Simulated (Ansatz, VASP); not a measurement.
One calculation of Ti, two programs

The input INCAR:

```
PREC = Accurate ; ENCUT = 520
EDIFF = 1E-6 ; ISMEAR = -1
SIGMA = 0.1 ; LREAL = False
LASPH = True ; NELM = 100
ALGO = Normal ; ISIF = 2
LWAVE = False ; LCHARG = True
GGA = PE ; LELF = True
LVHAR = True ; NBANDS = 19
```

The input KPOINTS:

```
Automatic mesh
0
Gamma
  6 6 4
```

Contents of POSCAR:

```
Ti
1.0
    2.9390756844      0.0000000000      0.0000000000
   -1.4695378422      2.5453142064      0.0000000000
    0.0000000000      0.0000000000      4.6559893251
Ti
2
Direct
    0.3333333333      0.6666666667      0.2500000000
    0.6666666667      0.3333333333      0.7500000000
```

Input for Ansatz:

```yaml
crystal:
  lattice:
    - [2.9390756844, 0.0, 0.0]
    - [-1.4695378422, 2.5453142064, 0.0]
    - [0.0, 0.0, 4.6559893251]
  atoms:
    - { symbol: Ti, position: [0.3333333333, 0.6666666667, 0.25] }
    - { symbol: Ti, position: [0.6666666667, 0.3333333333, 0.75] }
hamiltonian:
  xc: pbe
  pseudopotentials:
    kind: paw
    azcp:
      Ti: "pseudopotentials/Ti.paw.azcp"
basis:
  ecutwfc: 420
  fft_grid_basis: typed
kpoints:
  mp_grid: { grid: [6, 6, 4], shift: [0, 0, 0] }
magnetization:
  spin_polarized: false
scf:
  occupations: { method: fermi_dirac, width: 0.1 }
  lower_state_search: "off"
output:
  stress: true
```

Alike in both runs: task single point; functional PBE; k mesh 6 × 6 × 4; occupations fermi-dirac, width 0.1 eV; no spin polarisation.

|  | VASP | Ansatz |
| --- | --- | --- |
| version | VASP 6.6.1 | Ansatz 0.2.0 |
| potentials or method | VASP PAW PBE potentials, release 64 (Ti_sv), cutoff 520 eV | plane waves (420 eV) with PAW, scalar-relativistic |
| valence electrons in the cell | 24 | 24 |

|  | VASP | Ansatz | Ansatz less VASP |
| --- | --- | --- | --- |
| pressure (GPa) | -0.2 | 0.0 | +0.26 |
| traceless stress, the component that is largest in VASP (GPa) | 0.59 | 0.59 | +0.003 |

The k mesh is coarse, so the values compare programs but aren't converged.
